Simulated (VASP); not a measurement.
# Se (R-3) in VASP: a series of runs

Se is run at these levels: PBE+D3(BJ); tasks: single point.

Everything below comes from runs of VASP 6.6.1. Logs are shortened: lines on timing, memory, paths and dates and some standing lists are left out, and cuts for length are marked.

**1. The cell of the first run**

Symmetry: R-3, No. 148, trigonal system. Conventional cell: a = 10.869 Å, b = 10.869 Å, c = 4.429 Å, α = 90.00°, β = 90.00°, γ = 120.00°. Within 3.3 Å of Se (site symmetry 1) lie 5 Se at 2.43 to 3.24 Å.

**2. Single point, PBE+D3(BJ)**

Input file INCAR:

```
SYSTEM = Se
PREC     = Accurate       ! precision mode
ENCUT    = 520            ! plane-wave cutoff, eV
EDIFF    = 1E-7           ! SCF threshold, eV
ISMEAR   = 0              ! smearing method
SIGMA    = 0.02           ! smearing width, eV
LREAL    = .FALSE.        ! projectors in reciprocal space
LASPH    = .TRUE.         ! aspherical terms in the spheres
NELM     = 100            ! most SCF steps
ALGO     = Normal         ! electronic algorithm
ISIF     = 2              ! what is computed and relaxed
LWAVE    = .FALSE.        ! write WAVECAR
LCHARG   = .FALSE.        ! write CHGCAR
GGA      = PE             ! functional
IVDW     = 12             ! dispersion correction
NBANDS   = 27             ! bands
```

Input file KPOINTS:

```
Automatic mesh
0
G
  9 9 9
  0 0 0
```

Input file POSCAR:

```
Se
1.0
    5.4346148239      3.1376763315      1.4764693477
   -5.4346148239      3.1376763315      1.4764693477
    0.0000000000     -6.2753526631      1.4764693476
Se
6
Direct
    0.3036874554      0.1690002711      0.9159103009
    0.9159103009      0.3036874554      0.1690002711
    0.1690002711      0.9159103009      0.3036874554
    0.6963125446      0.8309997289      0.0840896991
    0.0840896991      0.6963125446      0.8309997289
    0.8309997289      0.0840896991      0.6963125446
```

Potentials or basis: VASP PAW PBE potentials, release 64 (Se).

Started as:

```console
$ cat potpaw_PBE.64/Se/POTCAR > POTCAR
$ mpirun -np 1 vasp_std > vasp.out
```

OUTCAR:

```text
SYSTEM = Se
   PREC = Accurate
   ENCUT = 520
   EDIFF = 1E-7
   ISMEAR = 0
   LREAL = .FALSE.
   LASPH = .TRUE.
   NELM = 100
   ISIF = 2
   GGA = PE
   IVDW = 12
 IVDW          = 12

 ion  position               nearest neighbor table
   1  0.304  0.169  0.916-   5 2.43   6 2.43
   2  0.916  0.304  0.169-   4 2.43   6 2.43
   3  0.169  0.916  0.304-   4 2.43   5 2.43
   4  0.696  0.831  0.084-   2 2.43   3 2.43
   5  0.084  0.696  0.831-   1 2.43   3 2.43
   6  0.831  0.084  0.696-   1 2.43   2 2.43

  LATTYP: Found a trigonal (rhomboedric) cell.
 ALAT       =     6.4467055757
 COS(alpha) =    -0.4213199808

  Lattice vectors:

 A1 = (   5.4346148239,   3.1376763315,   1.4764693477)
 A2 = (  -5.4346148239,   3.1376763315,   1.4764693477)
 A3 = (   0.0000000000,  -6.2753526631,   1.4764693476)

Analysis of symmetry for initial positions (statically):
=====================================================================
 Subroutine PRICEL returns:
 Original cell was already a primitive cell.

 Routine SETGRP: Setting up the symmetry group for a
 trigonal (rhombohedral) supercell.

 Subroutine GETGRP returns: Found  6 space group operations
 (whereof  6 operations were pure point group operations)
 out of a pool of 12 trial point group operations.

The static configuration has the point symmetry S_6 .

Analysis of symmetry for dynamics (positions and initial velocities):
=====================================================================
 Subroutine PRICEL returns:
 Original cell was already a primitive cell.

 Routine SETGRP: Setting up the symmetry group for a
 trigonal (rhombohedral) supercell.

 Subroutine GETGRP returns: Found  6 space group operations
 (whereof  6 operations were pure point group operations)
 out of a pool of 12 trial point group operations.

The dynamic configuration has the point symmetry S_6 .

 Subroutine INISYM returns: Found  6 space group operations
 (whereof  6 operations are pure point group operations),
 and found     1 'primitive' translations

----------------------------------------------------------------------------------------

                                     Primitive cell

  volume of cell :     151.0611

  direct lattice vectors                    reciprocal lattice vectors
     5.434614824  3.137676331  1.476469348     0.092002840  0.053117865  0.225763802
    -5.434614824  3.137676331  1.476469348    -0.092002840  0.053117865  0.225763802
     0.000000000 -6.275352663  1.476469348     0.000000000 -0.106235729  0.225763802
[... 96 lines left out ...]
   IBRION =     -1    ionic relax: 0-MD 1-quasi-New 2-CG
   NFREE  =      0    steps in history (QN), initial steepest desc. (CG)
   ISIF   =      2    stress and relaxation
   ISYM   =      2    0-nonsym 1-usesym 2-fastsym
   POTIM  = 0.5000    time-step for ionic-motion
   TEBEG  =    0.0;   TEEND  =   0.0 temperature during run
   PSTRESS=    0.0 pullay stress
   NELECT =      36.0000    total number of electrons
   NUPDOWN=      -1.0000    fix difference up-down
   EMIN   =  10.00;   EMAX   =-10.00  energy-range for DOS
   EFERMI =   0.00;   METHOD = LEGACY
   ISMEAR =     0;   SIGMA  =   0.02  broadening in eV -4-tet -1-fermi 0-gaus
   EFERMI_NEDOS =   21; number of points for ismear=-14 and -15
   IALGO  =     38    algorithm
   IMIX   =      4    mixing-type and parameters
     AMIX     =   0.40;   BMIX     =  1.00
     AMIX_MAG =   1.60;   BMIX_MAG =  1.00
  volume/ion in A,a.u.               =      25.18       169.90
  Fermi-wavevector in a.u.,A,eV,Ry     =   1.014982  1.918037 14.016552  1.030187
  Thomas-Fermi vector in A             =   2.148241
   LORBIT       =      0    0 simple, 1 ext, 2 COOP (PROOUT), +10 PAW based schemes
   GGA     = PE    functional components
   LHFCALC =     F    Hartree Fock is set to
   AEXX    =    0.0000 exact exchange contribution
   IVDW    =    12    specifies the selected vdW correction
   LEPSILON=     F    determine dielectric tensor
   LRPA    =     F    only Hartree local field effects (RPA)
 non-spin polarized calculation
 Gauss-broadening in eV      SIGMA  =   0.02
  energy-cutoff  :      520.00
  volume of cell :      151.06
 maximum number of plane-waves:      4089
   NGX = 23   NGY = 23   NGZ = 23

 number of electron      35.9999999 magnetization

 Free energy of the ion-electron system (eV)
  ---------------------------------------------------
  ext. energy  EPLUGINS =         0.00000000
  ---------------------------------------------------
  free energy    TOTEN  =       -20.66646114 eV

  energy without entropy =      -20.66646114  energy(sigma->0) =      -20.66646114

 E-fermi :   3.1995     XC(G=0):  -9.2615

 val. band max:        3.1142080172   @ k =   0.3333   0.1111  -0.0000
 cond. band min:       4.0986711216   @ k =  -0.2222   0.2222   0.1111
 fundamental gap:      0.9844631044
 Fermi energy:         3.1995336394

 k-point     1 :       0.0000    0.0000    0.0000
  band No.  band energies     occupation
      1     -12.6331      2.00000
      2     -10.4848      2.00000
      3     -10.4848      2.00000
      4      -8.7781      2.00000
      5      -8.7781      2.00000
      6      -7.7560      2.00000
[... 709 lines left out ...]
     26      10.1547      0.00000
     27      10.4843      0.00000

 [... further k-points ...]

------------------------ aborting loop because EDIFF is reached ----------------------------------------

 Edisp (eV)   -2.06107

 E8    (eV) :    -0.8488

  FORCE on cell =-STRESS in cart. coord.  units (eV):
  Direction    XX          YY          ZZ          XY          YZ          ZX
  --------------------------------------------------------------------------------------
  -------------------------------------------------------------------------------------
  Total       0.10148     0.10148     0.06884     0.00000    -0.00000    -0.00000
  in kB       1.07631     1.07631     0.73016     0.00001    -0.00000    -0.00000
  external pressure =        0.96 kB  Pullay stress =        0.00 kB

 VOLUME and BASIS-vectors are now :
 -----------------------------------------------------------------------------
  energy-cutoff  :      520.00
  volume of cell :      151.06
      direct lattice vectors                 reciprocal lattice vectors
     5.434614824  3.137676331  1.476469348     0.092002840  0.053117865  0.225763802
    -5.434614824  3.137676331  1.476469348    -0.092002840  0.053117865  0.225763802
     0.000000000 -6.275352663  1.476469348     0.000000000 -0.106235729  0.225763802

 POSITION                                       TOTAL-FORCE (eV/Angst)
 -----------------------------------------------------------------------------------
      0.73197     -4.26452      2.05022         0.004593      0.013544      0.018303
      3.32720      2.76617      2.05022        -0.014026     -0.002794      0.018303
     -4.05917      1.49835      2.05022         0.009433     -0.010750      0.018303
     -0.73197      4.26452      2.37919        -0.004593     -0.013544     -0.018303
     -3.32720     -2.76617      2.37919         0.014026      0.002794     -0.018303
      4.05917     -1.49835      2.37919        -0.009433      0.010750     -0.018303
 -----------------------------------------------------------------------------------
    total drift:                                0.000000     -0.000000     -0.000000

  FREE ENERGIE OF THE ION-ELECTRON SYSTEM (eV)
  ---------------------------------------------------
  free  energy   TOTEN  =       -22.7275327513 eV

  energy  without entropy=      -22.7275327513  energy(sigma->0) =      -22.72753275
```

OSZICAR:

```text
N       E                     dE             d eps       ncg     rms          rms(c)
DAV:   1     0.192596675906E+03    0.19260E+03   -0.14860E+04  6750   0.113E+03
DAV:   2    -0.507675108722E+01   -0.19767E+03   -0.19118E+03  8923   0.189E+02
DAV:   3    -0.206508789300E+02   -0.15574E+02   -0.15428E+02  8773   0.572E+01
DAV:   4    -0.208308989944E+02   -0.18002E+00   -0.17963E+00  7836   0.700E+00
DAV:   5    -0.208324572605E+02   -0.15583E-02   -0.15580E-02  8174   0.680E-01    0.956E+00
DAV:   6    -0.207116622155E+02    0.12080E+00   -0.75958E-02  7644   0.137E+00    0.586E+00
DAV:   7    -0.206671814838E+02    0.44481E-01   -0.15907E-01  7677   0.196E+00    0.269E-01
DAV:   8    -0.206662874006E+02    0.89408E-03   -0.16007E-02  7287   0.619E-01    0.126E-01
DAV:   9    -0.206664244237E+02   -0.13702E-03   -0.43542E-04  8153   0.108E-01    0.423E-02
DAV:  10    -0.206664572298E+02   -0.32806E-04   -0.64395E-05  7729   0.422E-02    0.902E-03
DAV:  11    -0.206664608145E+02   -0.35848E-05   -0.92420E-06  7842   0.153E-02    0.464E-03
DAV:  12    -0.206664610868E+02   -0.27222E-06   -0.13523E-06  7769   0.590E-03    0.186E-03
DAV:  13    -0.206664611385E+02   -0.51740E-07   -0.31550E-07  7241   0.284E-03
   1 F= -.22727533E+02 E0= -.22727533E+02  d E =-.115686E-11
```

stdout:

```text
POSCAR found type information on POSCAR Se
 POSCAR found :  1 types and       6 ions
 scaLAPACK will be used
 LDA part: xc-table for (Slater+PW92), standard interpolation
 POSCAR, INCAR and KPOINTS ok, starting setup
 FFT: planning ... GRIDC
 FFT: planning ... GRID_SOFT
 FFT: planning ... GRID
 WAVECAR not read
 entering main loop
```

Wall time 18 min (1 thread of Intel Xeon 8259CL, shared host); peak memory 0.53 GiB.

Results:

* Free energy: -22.7275 eV
* Pressure: 0.1 GPa
* Largest force: 0.023 eV/Å
* Band gap on the k mesh: 0.98 eV (least direct gap 1.05 eV)
* Dispersion energy per atom: -0.344 eV

Forces on the atoms (eV/Å):
```
Se   0.005  0.014  0.018
Se  -0.014 -0.003  0.018
Se   0.009 -0.011  0.018
Se  -0.005 -0.014 -0.018
Se   0.014  0.003 -0.018
Se  -0.009  0.011 -0.018
```

Levels at points of the mesh, in eV from the valence-band top:
```tsv
k point	band 14	band 15	band 16	band 17	band 18	band 19	band 20	band 21	band 22	band 23
(0.00, 0.00, 0.00)	-1.52	-0.90	-0.90	-0.55	-0.55	1.99	1.99	2.37	2.57	2.81
```

A k mesh can miss the band edges. PBE gaps usually lie below the measured ones, often by a third to a half.

**3. Single point, PBE+D3(BJ)**

Input file INCAR:

```
ALGO = Normal ; EDIFF = 1E-6
ENCUT = 520 ; GGA = PE
ISIF = 2 ; ISMEAR = 0
IVDW = 12 ; LASPH = T
LCHARG = F ; LREAL = F
LWAVE = F ; NBANDS = 27
NELM = 80 ; PREC = Accurate
SIGMA = 0.02
```

Input file KPOINTS:

```
k-points
0
Gamma
  9 9 9
```

POSCAR is that of step 2.

Potentials or basis: VASP PAW PBE potentials, release 64 (Se).

Started as:

```console
$ cat potpaw_PBE.64/Se/POTCAR > POTCAR
$ mpirun -np 1 vasp_std > vasp.out
```

Wall time 10 min (1 thread of Intel Xeon 8259CL, shared host); peak memory 0.53 GiB.

It converged, with:

| Quantity | Value |
| --- | --- |
| Free energy | -22.7275 eV |
| Pressure | 0.1 GPa |
| Largest force | 0.023 eV/Å |
| Band gap on the k mesh | 0.98 eV (least direct gap 1.05 eV) |
| Dispersion energy per atom | -0.344 eV |

Forces on the atoms (eV/Å):
```
Se   0.005  0.014  0.019
Se  -0.014 -0.003  0.019
Se   0.009 -0.011  0.019
Se  -0.005 -0.014 -0.019
Se   0.014  0.003 -0.019
Se  -0.009  0.011 -0.019
```

Levels at points of the mesh, in eV from the valence-band top:
```
           k point  band 15  band 16  band 17  band 18  band 19  band 20  band 21  band 22
(0.00, 0.00, 0.00)    -0.90    -0.90    -0.55    -0.55     1.99     1.99     2.37     2.57
```
